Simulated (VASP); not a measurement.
**Ga4Si: single point with PBE**

The system is Ga4Si.

```
Ga Si
1.0
     3.06329    0.00000    0.00000
    -1.53165    2.65289    0.00000
     0.00000    0.00000    9.84997
Ga Si
4 1
Direct
  0.33333 0.66667 0.86586
  0.33333 0.66667 0.37680
  0.66667 0.33333 0.13414
  0.66667 0.33333 0.62320
  0.00000 0.00000 0.00000
```

```json
{"Program": "VASP 6.6.1", "Task": "single point", "Functional": "PBE", "Potentials or basis": "VASP PAW PBE potentials, release 64 (Ga_d, Si)", "Cutoff": "520 eV", "k mesh": "6 × 6 × 2", "Occupations": "gaussian, width 0.1 eV", "Spin": "no spin polarisation", "Dipole correction": "no", "Further INCAR settings": "ALGO = Normal; EDIFF = 1e-07; NBANDS = 36"}
```

| Quantity | Value |
| --- | --- |
| Pressure | 29.5 GPa |
| Largest force | 5.627 eV/Å |
| Band gap on the k mesh | zero (band 28 reaches 10.83 eV, above the bottom of band 29 at 5.87 eV) |

Forces in eV/Å, atoms in the order of the input:
```
Ga   0.000  0.000 -5.627
Ga   0.000  0.000  0.049
Ga   0.000  0.000  5.627
Ga   0.000  0.000 -0.049
Si   0.000  0.000  0.000
```

Stress tensor (GPa, compression positive):
```
29.15  0.00  0.00
 0.00 29.15  0.00
 0.00  0.00 30.30
```

Levels at points of the mesh, in eV from the Fermi level:
| k point | band 26 | band 27 | band 28 | band 29 | band 30 | band 31 |
| --- | --- | --- | --- | --- | --- | --- |
| (0.00, 0.00, 0.00) | 1.51 | 2.54 | 3.70 | 3.70 | 5.33 | 5.33 |
| (0.50, 0.00, 0.00) | -3.80 | -1.00 | -0.94 | -0.34 | -0.10 | 1.49 |
| (0.00, 0.00, 0.50) | -1.88 | 3.70 | 3.70 | 5.33 | 5.33 | 6.23 |
| (0.50, 0.00, 0.50) | -3.27 | -2.93 | -1.90 | -0.34 | 2.05 | 2.82 |

It took 22 s on 1 thread of Intel(R) Xeon(R) 6975P-C (Granite Rapids), with other jobs on the host, peak memory 0.21 GiB.

Caveat: the k points lie up to 0.39 Å⁻¹ apart; forces of over 1 eV/Å act on the atoms, so gaps and moduli don't describe the material at rest.
